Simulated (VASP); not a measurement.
# Si4O7 in VASP: notebook

The runs below take Si4O7 through single point, with PBE.

Program: VASP 6.6.1. These are calculated values, not measurements. Logs are shortened: lines on timing, memory, paths and dates and some standing lists are left out, and cuts for length are marked.

### 1 The cell of the first run

The cell holds a disordered packing, 22 atoms: a = 7.085 Å, b = 6.974 Å, c = 7.133 Å, α = 90.58°, β = 88.43°, γ = 88.92°.

### 2 Single point, PBE

INCAR reads:

```
SYSTEM = Si4O7
PREC = Accurate ; ENCUT = 520
EDIFF = 1E-6 ; ISMEAR = -1
SIGMA = 0.1379 ; LREAL = Auto
LASPH = .True. ; NELM = 120
ALGO = Normal ; ISIF = 2
LWAVE = .False. ; LCHARG = .True.
GGA = PE ; LELF = .True.
LVHAR = .True. ; NBANDS = 75
ISYM = -1 ; GGA_COMPAT = .False.
```

KPOINTS reads:

```
explicit points
1
Reciprocal
  0.25000000   0.25000000   0.25000000 1
```

POSCAR reads:

```
Si4O7
1.0
    7.0842070000      0.0663610000      0.0972760000
    0.0663610000      6.9740900000     -0.0358550000
    0.0972760000     -0.0358550000      7.1323860000
Si O
8 14
Direct
    0.5063509038      0.1765241256      0.0999328250
    0.6113223710      0.2087200899      0.5211450507
    0.6247317301      0.7649952671      1.0155254499
    0.3804460903      0.3665545846      0.7155332789
    0.0603961552      0.6723444749      0.6484403417
    0.1825969355      0.8902419743      0.2754139115
    0.9262900346      0.0534041051      0.8238897915
    0.9194338881      0.6236545603      0.3015921016
    0.0833103134      0.8344015925      0.4964818751
    0.3677635467      0.1992115068      0.5569414165
    0.7545607848      0.6681825403      0.1770626309
    0.6139701238      0.2715865708      0.2771680022
    0.1377724449      0.6272469859      0.2399846262
    0.2271858893      0.5478214480      0.7152242466
    0.9591996905      0.7796292686      0.8357031572
    0.6829743757      1.0166364988      0.0122243084
    0.4051024298      0.2882439180      0.9262035512
    0.0062183428     -0.0024530693      0.1518541130
    0.5939053113      0.4219705566      0.6321235308
    0.3664272448      1.0118923811      0.2229260762
    0.9018229370      0.5396022218      0.5259888780
    0.7578838190      0.0550720585      0.6371613514
```

Potentials or basis: VASP PAW PBE potentials, release 64 (Si, O).

The run is started by

```console
$ cat potpaw_PBE.64/Si/POTCAR potpaw_PBE.64/O/POTCAR > POTCAR
$ mpirun -np 1 vasp_std > vasp.out
```

OUTCAR:

```text
SYSTEM = Si4O7
   PREC = Accurate
   ENCUT = 520
   EDIFF = 1E-6
   ISMEAR = -1
   LREAL = Auto
   LASPH = .True.
   NELM = 120
   ISIF = 2
   GGA = PE
   ISYM = -1

 ion  position               nearest neighbor table
   1  0.506  0.177  0.100-  12 1.64  17 1.64  20 1.76  16 1.76   3 3.03   2 3.12
   2  0.611  0.209  0.521-  19 1.68  22 1.71  10 1.74  12 1.80   4 2.36   1 3.12
   3  0.625  0.765  0.016-  11 1.64  16 1.81   1 3.03   8 3.11
   4  0.380  0.367  0.716-  17 1.62  10 1.62  14 1.65  19 1.66   2 2.36   5 3.13
   5  0.060  0.672  0.648-  14 1.54   9 1.58  15 1.66  21 1.72   8 2.71   7 3.05   4 3.13
   6  0.183  0.890  0.275-  20 1.61  18 1.71   9 1.76  13 1.88   8 2.66
   7  0.926  0.053  0.824-  22 1.81  15 1.92  16 2.18  18 2.46   5 3.05
   8  0.919  0.624  0.302-  11 1.52  13 1.60  21 1.71   9 2.36   6 2.66   5 2.71   3 3.11
   9  0.083  0.834  0.496-   5 1.58   6 1.76   8 2.36
  10  0.368  0.199  0.557-   4 1.62   2 1.74
  11  0.755  0.668  0.177-   8 1.52   3 1.64
  12  0.614  0.272  0.277-   1 1.64   2 1.80
  13  0.138  0.627  0.240-   8 1.60   6 1.88
  14  0.227  0.548  0.715-   5 1.54   4 1.65
  15  0.959  0.780  0.836-   5 1.66   7 1.92
  16  0.683  0.017  0.012-   1 1.76   3 1.81   7 2.18
  17  0.405  0.288  0.926-   4 1.62   1 1.64
  18  0.006  0.998  0.152-   6 1.71   7 2.46
  19  0.594  0.422  0.632-   4 1.66   2 1.68
  20  0.366  0.012  0.223-   6 1.61   1 1.76
  21  0.902  0.540  0.526-   8 1.71   5 1.72
  22  0.758  0.055  0.637-   2 1.71   7 1.81

IMPORTANT INFORMATION: All symmetrisations will be switched off!
NOSYMM: (Re-)initialisation of all symmetry stuff for point group C_1.

----------------------------------------------------------------------------------------

                                     Primitive cell

  volume of cell :     352.2750

  direct lattice vectors                    reciprocal lattice vectors
     7.084207000  0.066361000  0.097276000     0.141198275 -0.001353488 -0.001932556
     0.066361000  6.974090000 -0.035855000    -0.001353488  0.143404563  0.000739364
     0.097276000 -0.035855000  7.132386000    -0.001932556  0.000739364  0.140235610

  length of vectors
     7.085185617  6.974497881  7.133139439     0.141217986  0.143412856  0.140250874

  position of ions in fractional coordinates (direct lattice)
     0.506350904  0.176524126  0.099932825
     0.611322371  0.208720090  0.521145051
     0.624731730  0.764995267  0.015525450
     0.380446090  0.366554585  0.715533279
     0.060396155  0.672344475  0.648440342
     0.182596936  0.890241974  0.275413912
[... 14 lines left out ...]
     0.901822937  0.539602222  0.525988878
     0.757883819  0.055072059  0.637161351

  ion indices of the primitive-cell ions
   primitive index   ion index
                 1           1
                 2           2
                 3           3
                 4           4
                 5           5
                 6           6
[... 14 lines left out ...]
                21          21
                22          22

----------------------------------------------------------------------------------------

 KPOINTS: explicit points

Read explicit list of k-points.

 Found      1 k-points:

 Following reciprocal coordinates:
            Coordinates               Weight
  0.250000  0.250000  0.250000      1.000000
   k-points           NKPTS =      1   k-points in BZ     NKDIM =      1   number of bands    NBANDS=     75
   number of dos      NEDOS =    301   number of ions     NIONS =     22
   total plane-waves  NPLWV = 157464
   dimension x,y,z NGX =    54 NGY =   54 NGZ =   54
   dimension x,y,z NGXF=   108 NGYF=  108 NGZF=  108
   ions per type =               8  14
   NGX,Y,Z   is equivalent  to a cutoff of  12.67, 12.87, 12.59 a.u.
   NGXF,Y,Z  is equivalent  to a cutoff of  25.34, 25.74, 25.17 a.u.
 SYSTEM =  Si4O7
   PREC   = accura    normal or accurate (medium, high low for compatibility)
   ISTART =      0    job   : 0-new  1-cont  2-samecut
   ICHARG =      2    charge: 1-file 2-atom 10-const
   ISPIN  =      1    spin polarized calculation?
   LNONCOLLINEAR =      F non collinear calculations
   LSORBIT =      F    spin-orbit coupling
   LASPH  =      T    aspherical Exc in radial PAW
   ENCUT  =  520.0 eV  38.22 Ry    6.18 a.u.  13.17 12.97 13.26*2*pi/ulx,y,z
   NELM   =    120;   NELMIN=  2; NELMDL= -5     # of ELM steps
   EDIFF  = 0.1E-05   stopping-criterion for ELM
   LREAL  =      T    real-space projection
   EDIFFG = 0.1E-04   stopping-criterion for IOM
   NSW    =      0    number of steps for IOM
   IBRION =     -1    ionic relax: 0-MD 1-quasi-New 2-CG
   NFREE  =      0    steps in history (QN), initial steepest desc. (CG)
   ISIF   =      2    stress and relaxation
   ISYM   =     -1    0-nonsym 1-usesym 2-fastsym
   POTIM  = 0.5000    time-step for ionic-motion
   TEBEG  =    0.0;   TEEND  =   0.0 temperature during run
   PSTRESS=    0.0 pullay stress
   NELECT =     116.0000    total number of electrons
   NUPDOWN=      -1.0000    fix difference up-down
   EMIN   =  10.00;   EMAX   =-10.00  energy-range for DOS
   EFERMI =   0.00;   METHOD = LEGACY
   ISMEAR =    -1;   SIGMA  =   0.14  broadening in eV -4-tet -1-fermi 0-gaus
   EFERMI_NEDOS =   21; number of points for ismear=-14 and -15
   IALGO  =     38    algorithm
   IMIX   =      4    mixing-type and parameters
     AMIX     =   0.40;   BMIX     =  1.00
     AMIX_MAG =   1.60;   BMIX_MAG =  1.00
  volume/ion in A,a.u.               =      16.01       108.06
  Fermi-wavevector in a.u.,A,eV,Ry     =   1.130490  2.136317 17.388364  1.278009
  Thomas-Fermi vector in A             =   2.267187
   LORBIT       =      0    0 simple, 1 ext, 2 COOP (PROOUT), +10 PAW based schemes
   GGA     = PE    functional components
   LHFCALC =     F    Hartree Fock is set to
   AEXX    =    0.0000 exact exchange contribution
   IVDW    =     0    specifies the selected vdW correction
   LEPSILON=     F    determine dielectric tensor
   LRPA    =     F    only Hartree local field effects (RPA)
 non-spin polarized calculation
  energy-cutoff  :      520.00
  volume of cell :      352.27
 maximum number of plane-waves:      9479
 NGX is ok and might be reduce to    54
   NGX = 27   NGY = 25   NGZ = 27

 number of electron     115.9999999 magnetization

 Free energy of the ion-electron system (eV)
  ---------------------------------------------------
  ext. energy  EPLUGINS =         0.00000000
  ---------------------------------------------------
  free energy    TOTEN  =      -156.63673674 eV

  energy without entropy =     -156.63482460  energy(sigma->0) =     -156.63578067

 E-fermi :   3.1476     XC(G=0):  -8.2254

 val. band max:        2.0594232919   @ k =   0.2500   0.2500   0.2500
 cond. band min:       4.2396017062   @ k =   0.2500   0.2500   0.2500
 fundamental gap:      2.1801784143
 Fermi energy:         3.1476426150

 k-point     1 :       0.2500    0.2500    0.2500
  band No.  band energies     occupation
      1     -19.7907      2.00000
      2     -19.5494      2.00000
      3     -19.1895      2.00000
      4     -18.8562      2.00000
      5     -18.5364      2.00000
      6     -18.2558      2.00000
[... 62 lines left out ...]
     69       7.7892      0.00000
     70       8.0857      0.00000
 [bands above 70 left out]

------------------------ aborting loop because EDIFF is reached ----------------------------------------

  FORCE on cell =-STRESS in cart. coord.  units (eV):
  Direction    XX          YY          ZZ          XY          YZ          ZX
  --------------------------------------------------------------------------------------
  -------------------------------------------------------------------------------------
  Total       -1.0929365    -10.2001456    -11.4816896      4.7946315     10.5937751     -2.2573556
  in kB       -4.9707709    -46.3911550    -52.2197289     21.8064036     48.1814162    -10.2666508
  external PRESSURE =     -34.5272183 kB  Pullay stress =       0.0000000 kB

 VOLUME and BASIS-vectors are now :
 -----------------------------------------------------------------------------
  energy-cutoff  :      520.00
  volume of cell :      352.27
      direct lattice vectors                 reciprocal lattice vectors
     7.084207000  0.066361000  0.097276000     0.141198275 -0.001353488 -0.001932556
     0.066361000  6.974090000 -0.035855000    -0.001353488  0.143404563  0.000739364
     0.097276000 -0.035855000  7.132386000    -0.001932556  0.000739364  0.140235610

 POSITION                                       TOTAL-FORCE (eV/Angst)
 -----------------------------------------------------------------------------------
      3.60853      1.26111      0.75569         0.622328     -2.980777      0.493515
      4.39528      1.47751      3.76899         0.513408      0.261802     -0.696089
      4.47801      5.37605      0.14408        -0.255241      1.336144     -1.665981
      2.78909      2.55598      5.12733        -0.173577      1.890431     -0.078564
      0.53555      4.66975      4.60670        -4.182864      0.363852      1.354870
      1.37942      6.21087      1.95020        -5.819416      0.566717     -2.143352
[... 14 lines left out ...]
      6.47568      3.80422      3.81993         0.511145      0.706979     -2.273572
      5.43464      0.41153      4.61623        -1.848598      1.604861     -2.067387
 -----------------------------------------------------------------------------------
    total drift:                               -0.016944     -0.002904     -0.005144

  FREE ENERGIE OF THE ION-ELECTRON SYSTEM (eV)
  ---------------------------------------------------
  free  energy   TOTEN  =      -156.6367367435 eV

  energy  without entropy=     -156.6348245975  energy(sigma->0) =     -156.63578067
```

It took 97 s on 1 thread of Intel Xeon Platinum 8259CL at 2.50GHz (Skylake/Cascade Lake), shared host; peak memory 0.37 GiB.

What came out:

```
Free energy   : -156.6367 eV
Pressure      : -3.5 GPa
Largest force : 6.227 eV/Å
```

Forces in eV/Å, atoms in the order of the input:
```
Si   0.622 -2.981  0.494
Si   0.513  0.262 -0.696
Si  -0.255  1.336 -1.666
Si  -0.174  1.890 -0.079
Si  -4.183  0.364  1.355
Si  -5.819  0.567 -2.143
Si  -0.258 -1.300  0.688
Si   3.164 -0.604  4.318
O    2.372  3.546 -1.922
O   -0.080 -1.922 -0.003
O   -1.855 -0.212 -0.362
O    0.185 -0.126  1.497
O    1.457  0.769 -1.568
O    2.977 -2.627  0.651
O   -0.521  1.015 -0.980
O   -1.734 -0.077 -0.173
O    0.385 -0.632  2.637
O    2.502 -1.756  2.284
O    0.117  0.106  0.655
O    1.923  0.071 -0.646
O    0.511  0.707 -2.274
O   -1.849  1.605 -2.067
```

Caveat: the atoms stand as in a frame of molecular dynamics.

### 3 Single point, PBE

INCAR reads:

```
  ALGO = Normal
  EDIFF = 1E-6
  ENCUT = 520
  GGA = PE
  GGA_COMPAT = False
  ISIF = 2
  ISMEAR = -1
  ISYM = -1
  LASPH = True
  LCHARG = False
  LREAL = Auto
  LWAVE = False
  NBANDS = 75
  NELM = 120
  PREC = Accurate
  SIGMA = 0.1379
```

KPOINTS is that of step 2.

POSCAR reads:

```
Si4O7
1.0
    7.0842070000      0.0663610000      0.0972760000
    0.0663610000      6.9740900000     -0.0358550000
    0.0972760000     -0.0358550000      7.1323860000
Si O
8 14
Direct
    0.4787669051      0.1124162390      0.1385139776
    0.5707649337      0.1860122574      0.5547833137
    0.6726801375      0.6938487123      0.9347954966
    0.3571480952      0.3687622028      0.8008505191
    0.0430273857      0.6189436221      0.6000799300
    0.1392145900      0.8645429784      0.2479140851
    0.8237841243      0.0814953939      0.8187798014
    0.9350645603      0.5474568746      0.2209826734
    0.1494829193      0.7649469299      0.4662549211
    0.3353964599      0.1480625150      0.6457551169
    0.7398939795      0.6156807137      0.1422622535
    0.5468384945      0.2243319680      0.3242528042
    0.1388305017      0.5987802816      0.1286990624
    0.1639739240      0.4593771405      0.7237762006
    0.8870422619      0.7414653279      0.7588883042
    0.6330341844      0.9800497203     -0.0225983774
    0.3882429098      0.2707303920      0.9948488936
   -0.0573948047     -0.0711555034      0.1694418749
    0.5777216301      0.3786091164      0.7092243158
    0.3569140185      0.9383855441      0.2004297924
    0.9359241937      0.5123454400      0.4370401691
    0.7275342987      0.0404841161      0.6027269039
```

Potentials or basis: VASP PAW PBE potentials, release 64 (Si, O).

The run is started by

```console
$ cat potpaw_PBE.64/Si/POTCAR potpaw_PBE.64/O/POTCAR > POTCAR
$ mpirun -np 1 vasp_std > vasp.out
```

OUTCAR:

```text
EDIFF = 1E-6
   ENCUT = 520
   GGA = PE
   ISIF = 2
   ISMEAR = -1
   ISYM = -1
   LASPH = True
   LREAL = Auto
   NELM = 120
   PREC = Accurate

 ion  position               nearest neighbor table
   1  0.479  0.112  0.139-  20 1.56  12 1.62  17 1.65  16 1.80   6 3.08   2 3.10   4 3.14
   2  0.571  0.186  0.555-  22 1.54  12 1.68  19 1.73  10 1.80   4 2.59   7 2.73   1 3.10
   3  0.673  0.694  0.935-  11 1.66  15 1.98  16 2.03   8 2.97   7 3.04
   4  0.357  0.369  0.801-  17 1.57  14 1.61  19 1.68  10 1.90   2 2.59   1 3.14
   5  0.043  0.619  0.600-   9 1.59  21 1.59  14 1.67  15 1.76   8 2.87   6 3.12
   6  0.139  0.865  0.248-  18 1.57  20 1.66   9 1.71  13 2.03   8 2.67   1 3.08   5 3.12
[... 248 lines left out ...]
  in kB      -15.8244349    -12.5708838    -30.8351500     22.0334182    -26.0086785     46.1664113
  external PRESSURE =     -19.7434896 kB  Pullay stress =       0.0000000 kB

 VOLUME and BASIS-vectors are now :
 -----------------------------------------------------------------------------
  energy-cutoff  :      520.00
  volume of cell :      352.27
      direct lattice vectors                 reciprocal lattice vectors
     7.084207000  0.066361000  0.097276000     0.141198275 -0.001353488 -0.001932556
     0.066361000  6.974090000 -0.035855000    -0.001353488  0.143404563  0.000739364
     0.097276000 -0.035855000  7.132386000    -0.001932556  0.000739364  0.140235610

 POSITION                                       TOTAL-FORCE (eV/Angst)
 -----------------------------------------------------------------------------------
      3.41262      0.81081      1.03048         1.905325      0.768843     -2.628182
      4.10973      1.31525      4.00578        -6.870385      1.960705      0.120481
      4.90238      4.85009      6.70788        -0.895357      0.935227     -2.344370
      2.63249      2.56677      5.73349         0.395651     -3.597726     -3.864451
      0.40426      4.29791      4.26200        -0.841641      1.665721      4.005077
      1.06771      6.02975      1.75076         0.565354     -2.572437      0.445881
[... 14 lines left out ...]
      6.70679      3.61958      3.18981        -2.256388     -2.896017      0.201276
      5.21532      0.30901      4.36820         2.269950     -1.325180      0.813523
 -----------------------------------------------------------------------------------
    total drift:                               -0.007852      0.009602      0.009097

  FREE ENERGIE OF THE ION-ELECTRON SYSTEM (eV)
  ---------------------------------------------------
  free  energy   TOTEN  =      -157.0579684260 eV

  energy  without entropy=     -157.0300428925  energy(sigma->0) =     -157.04400566
```

stdout:

```text
POSCAR found type information on POSCAR SiO
 POSCAR found :  2 types and      22 ions
 scaLAPACK will be used
 LDA part: xc-table for (Slater+PW92), standard interpolation
 POSCAR, INCAR and KPOINTS ok, starting setup
 FFT: planning ... GRIDC
 FFT: planning ... GRID_SOFT
 FFT: planning ... GRID
 WAVECAR not read
 entering main loop
```

Wall time 94 s (1 thread of Intel Xeon Platinum 8259CL at 2.50GHz (Skylake/Cascade Lake), shared host); peak memory 0.37 GiB.

Results:

- Free energy: -157.0580 eV
- Pressure: -2.0 GPa
- Largest force: 7.146 eV/Å

Forces in eV/Å, atoms in the order of the input:
```
Si   1.905  0.769 -2.628
Si  -6.870  1.961  0.120
Si  -0.895  0.935 -2.344
Si   0.396 -3.598 -3.864
Si  -0.842  1.666  4.005
Si   0.565 -2.572  0.446
Si   0.291 -1.100  0.590
Si   2.116  1.912 -1.127
O    1.474  2.417 -0.910
O    2.822  1.492 -0.207
O   -0.318 -1.181  0.079
O    1.012 -0.014  0.427
O   -0.781  0.411  0.649
O   -0.507  2.142 -0.163
O    0.363 -1.068  0.226
O    0.351  0.962  0.212
O   -0.332 -0.490  3.206
O    1.325  0.776  0.826
O    0.948  0.486 -1.410
O   -3.035 -1.685  0.852
O   -2.256 -2.896  0.201
O    2.270 -1.325  0.814
```

Stress tensor (GPa, compression positive):
```
-1.58  2.20  4.62
 2.20 -1.26 -2.60
 4.62 -2.60 -3.08
```

Caveat: the atoms stand as in a frame of molecular dynamics.
